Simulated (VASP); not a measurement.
# Sb (P6_3/mmc) in VASP: further runs

The runs below take Sb through single point, with PBEsol.

All numbers are computed with VASP 6.6.1; they aren't measurements. Logs are shortened: lines on timing, memory, paths and dates and some standing lists are left out, and cuts for length are marked.

**1. The cell of the first run**

The structure is hexagonal, space group P6_3/mmc (No. 194). The conventional cell has a = 2.976 Å, b = 2.976 Å, c = 4.855 Å, α = 90.00°, β = 90.00°, γ = 120.00°. Within 3.9 Å of Sb (site symmetry -6m2) lie 12 Sb at 2.97 to 2.98 Å.

**2. Single point, PBEsol**

File INCAR:

```
  PREC = Accurate
  ENCUT = 500
  EDIFF = 1E-6
  ISMEAR = 0
  SIGMA = 0.1
  LREAL = F
  LASPH = T
  NELM = 120
  ALGO = Normal
  ISIF = 2
  LWAVE = F
  LCHARG = F
  GGA = PS
  NBANDS = 12
  GGA_COMPAT = F
```

File KPOINTS:

```
regular mesh
0
Gamma
  18 18 8
```

File POSCAR:

```
Sb
1.0
    2.9759044739      0.0000000000      0.0000000000
   -1.4879522370      2.5772088736      0.0000000000
    0.0000000000      0.0000000000      4.8554960906
Sb
2
Direct
    0.3333333333      0.6666666667      0.2500000000
    0.6666666667      0.3333333333      0.7500000000
```

Potentials or basis: VASP PAW PBE potentials, release 64 (Sb).

Started as:

```
$ cat potpaw_PBE.64/Sb/POTCAR > POTCAR
$ mpirun -np 1 vasp_std > vasp.out
```

OUTCAR:

```text
PREC = Accurate
   ENCUT = 500
   EDIFF = 1E-6
   ISMEAR = 0
   LREAL = F
   LASPH = T
   NELM = 120
   ISIF = 2
   GGA = PS

 ion  position               nearest neighbor table
   1  0.333  0.667  0.250-   2 2.97   2 2.97   2 2.97   2 2.97   2 2.97   2 2.97
   2  0.667  0.333  0.750-   1 2.97   1 2.97   1 2.97   1 2.97   1 2.97   1 2.97

  LATTYP: Found a hexagonal cell.
 ALAT       =     2.9759044739
 C/A-ratio  =     1.6316034783

  Lattice vectors:

 A1 = (   2.9759044739,   0.0000000000,   0.0000000000)
 A2 = (  -1.4879522370,   2.5772088736,   0.0000000000)
 A3 = (   0.0000000000,   0.0000000000,   4.8554960906)

Analysis of symmetry for initial positions (statically):
=====================================================================
 Subroutine PRICEL returns:
 Original cell was already a primitive cell.

 Routine SETGRP: Setting up the symmetry group for a
 hexagonal supercell.

 Subroutine GETGRP returns: Found 24 space group operations
 (whereof 12 operations were pure point group operations)
 out of a pool of 24 trial point group operations.

The static configuration has the point symmetry D_3d.
 The point group associated with its full space group is D_6h.

Analysis of symmetry for dynamics (positions and initial velocities):
=====================================================================
 Subroutine PRICEL returns:
 Original cell was already a primitive cell.

 Routine SETGRP: Setting up the symmetry group for a
 hexagonal supercell.

 Subroutine GETGRP returns: Found 24 space group operations
 (whereof 12 operations were pure point group operations)
 out of a pool of 24 trial point group operations.

The dynamic configuration has the point symmetry D_3d.
 The point group associated with its full space group is D_6h.

 Subroutine INISYM returns: Found 24 space group operations
 (whereof 12 operations are pure point group operations),
 and found     1 'primitive' translations

----------------------------------------------------------------------------------------

                                     Primitive cell

  volume of cell :      37.2394

  direct lattice vectors                    reciprocal lattice vectors
     2.975904474  0.000000000  0.000000000     0.336032292  0.194008334  0.000000000
    -1.487952237  2.577208874  0.000000000     0.000000000  0.388016668  0.000000000
     0.000000000  0.000000000  4.855496091     0.000000000  0.000000000  0.205952179

[... 86 lines left out ...]
   NSW    =      0    number of steps for IOM
   IBRION =     -1    ionic relax: 0-MD 1-quasi-New 2-CG
   NFREE  =      0    steps in history (QN), initial steepest desc. (CG)
   ISIF   =      2    stress and relaxation
   ISYM   =      2    0-nonsym 1-usesym 2-fastsym
   POTIM  = 0.5000    time-step for ionic-motion
   TEBEG  =    0.0;   TEEND  =   0.0 temperature during run
   PSTRESS=    0.0 pullay stress
   NELECT =      10.0000    total number of electrons
   NUPDOWN=      -1.0000    fix difference up-down
   EMIN   =  10.00;   EMAX   =-10.00  energy-range for DOS
   EFERMI =   0.00;   METHOD = LEGACY
   ISMEAR =     0;   SIGMA  =   0.10  broadening in eV -4-tet -1-fermi 0-gaus
   EFERMI_NEDOS =   21; number of points for ismear=-14 and -15
   IALGO  =     38    algorithm
   IMIX   =      4    mixing-type and parameters
     AMIX     =   0.40;   BMIX     =  1.00
     AMIX_MAG =   1.60;   BMIX_MAG =  1.00
  volume/ion in A,a.u.               =      18.62       125.65
  Fermi-wavevector in a.u.,A,eV,Ry     =   1.056187  1.995904 15.177716  1.115531
  Thomas-Fermi vector in A             =   2.191413
   LORBIT       =      0    0 simple, 1 ext, 2 COOP (PROOUT), +10 PAW based schemes
   GGA     = PS    functional components
   LHFCALC =     F    Hartree Fock is set to
   AEXX    =    0.0000 exact exchange contribution
   IVDW    =     0    specifies the selected vdW correction
   LEPSILON=     F    determine dielectric tensor
   LRPA    =     F    only Hartree local field effects (RPA)
 non-spin polarized calculation
 Gauss-broadening in eV      SIGMA  =   0.10
  energy-cutoff  :      500.00
  volume of cell :       37.24
 maximum number of plane-waves:       968
 NGX is ok and might be reduce to    24
   NGX = 11   NGY = 11   NGZ = 17

 number of electron      10.0000000 magnetization

 Free energy of the ion-electron system (eV)
  ---------------------------------------------------
  ext. energy  EPLUGINS =         0.00000000
  ---------------------------------------------------
  free energy    TOTEN  =        -6.94559809 eV

  energy without entropy =       -6.94156344  energy(sigma->0) =       -6.94358077

 E-fermi :  14.1565     XC(G=0): -12.0030

 val. band max:       14.1451253226   @ k =   0.2222   0.0556   0.3750
 cond. band min:      14.1646134472   @ k =   0.2222   0.2222   0.1250
 fundamental gap:      0.0194881246
 Fermi energy:        14.1564930183

 k-point     1 :       0.0000    0.0000    0.0000
  band No.  band energies     occupation
      1      -2.4120      2.00000
      2       3.7910      2.00000
      3       5.4768      2.00000
      4      19.6035      0.00000
      5      19.6035      0.00000
      6      21.9266      0.00000
      7      21.9266      0.00000
      8      22.7023      0.00000
      9      23.2111      0.00000
     10      23.4456      0.00000
     11      26.1665      0.00000
     12      26.3019      0.00000
[... 331 lines left out ...]
 k-point    24 :       0.3889    0.1111    0.0000
  band No.  band energies     occupation
      1       2.5648      2.00000
      2       5.4678      2.00000
      3       8.8002      2.00000
      4      10.3104      2.00000
      5      11.2628      2.00000
      6      12.6791      2.00000
      7      13.8991      1.99973
      8      17.9490      0.00000
      9      20.2809      0.00000
     10      21.1101      0.00000
     11      26.6841      0.00000
     12      26.7954      0.00000

 [... further k-points ...]
[... 5 lines left out ...]
  --------------------------------------------------------------------------------------
  -------------------------------------------------------------------------------------
  Total       11.8660439     11.8660439     11.8561431     -0.0000000      0.0000000      0.0000000
  in kB      510.5218323    510.5218323    510.0958656     -0.0000000      0.0000000      0.0000000
  external PRESSURE =     510.3798434 kB  Pullay stress =       0.0000000 kB

 VOLUME and BASIS-vectors are now :
 -----------------------------------------------------------------------------
  energy-cutoff  :      500.00
  volume of cell :       37.24
      direct lattice vectors                 reciprocal lattice vectors
     2.975904474  0.000000000  0.000000000     0.336032292  0.194008334  0.000000000
    -1.487952237  2.577208874  0.000000000     0.000000000  0.388016668  0.000000000
     0.000000000  0.000000000  4.855496091     0.000000000  0.000000000  0.205952179

 POSITION                                       TOTAL-FORCE (eV/Angst)
 -----------------------------------------------------------------------------------
     -0.00000      1.71814      1.21387        -0.000000      0.000000      0.000000
      1.48795      0.85907      3.64162         0.000000     -0.000000      0.000000
 -----------------------------------------------------------------------------------
    total drift:                               -0.000000      0.000000      0.000000

  FREE ENERGIE OF THE ION-ELECTRON SYSTEM (eV)
  ---------------------------------------------------
  free  energy   TOTEN  =        -6.9455980906 eV

  energy  without entropy=       -6.9415634396  energy(sigma->0) =       -6.94358077
```

It took 73 s on 1 thread of Intel Xeon 8259CL, shared host; peak memory 0.2 GiB.

Results:

- Free energy: -6.9456 eV
- Pressure: 51.0 GPa
- Band gap on the k mesh: zero (band 5 reaches 20.92 eV, above the bottom of band 6 at 9.06 eV)

Caveat: the PAW data sets were made with another functional, which shifts forces and pressure a little; spin-orbit coupling is left out, which moves the levels of the heavy elements.

(Continued in part 2 of 2.)
